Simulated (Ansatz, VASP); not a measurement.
## Mo in VASP and in Ansatz

Contents of INCAR:

```
SYSTEM = Mo
PREC = Accurate
ENCUT = 520
EDIFF = 1E-7
ISMEAR = 0
SIGMA = 0.15
LREAL = .False.
LASPH = .True.
NELM = 100
ALGO = Fast
ISIF = 2
LWAVE = .False.
LCHARG = .False.
GGA = PE
NBANDS = 36
```

KPOINTS

```
regular mesh
0
Gamma
  23 23 7
  0 0 0
```

File POSCAR:

```
Mo
1.0
   -1.5802194352      1.5802194352     -1.5802194352
   -1.5802194352     -1.5802194352      1.5802194352
    0.0000000000      6.4976544359      6.4976544359
Mo
4
Direct
    0.0000000000      0.0000000000      0.8511945468
    0.5000000000      0.5000000000      0.1215992210
    0.0000000000      0.0000000000      0.3647976629
    0.5000000000      0.5000000000      0.6079961049
```

Input for Ansatz:

```yaml
crystal:
  lattice:
    - [-1.5802194352, 1.5802194352, -1.5802194352]
    - [-1.5802194352, -1.5802194352, 1.5802194352]
    - [0.0, 6.4976544359, 6.4976544359]
  atoms:
    - { symbol: Mo, position: [0.0, 0.0, 0.8511945468] }
    - { symbol: Mo, position: [0.5, 0.5, 0.121599221] }
    - { symbol: Mo, position: [0.0, 0.0, 0.3647976629] }
    - { symbol: Mo, position: [0.5, 0.5, 0.6079961049] }
basis:
  ecutwfc: 420
kpoints:
  mp_grid: { grid: [23, 23, 7] }
hamiltonian:
  xc: pbe
scf:
  occupations: { method: gaussian, width: 0.15 }
output:
  forces: true
  stress: true
  eigenvalues: true
```

Alike in both runs: task single point; functional PBE; k mesh 23 × 23 × 7; occupations gaussian, width 0.15 eV; no spin polarisation.

|  | VASP | Ansatz |
| --- | --- | --- |
| version | VASP 6.6.1 | Ansatz 0.2.0 |
| potentials or method | VASP PAW PBE potentials, release 64 (Mo_sv), cutoff 520 eV | scalar-relativistic, plane waves, PAW |
| valence electrons in the cell | 56 | 56 |

Ansatz gave:

* gap on the k mesh at the Fermi level (eV): none
* pressure (GPa): -5.4
* traceless stress, the component that is largest in VASP (GPa): -2.26
* rms of the force components (eV/Å): 0.431

**Question.** Which values does VASP return?

**Answer.** gap on the k mesh at the Fermi level (eV): none; pressure (GPa): -5.0; traceless stress, the component that is largest in VASP (GPa): -2.27; rms of the force components (eV/Å): 0.435.

Atom by atom the forces differ by 0.004 eV/Å (rms over components). A gap of «none» marks a metal or a gap that the smearing closes.
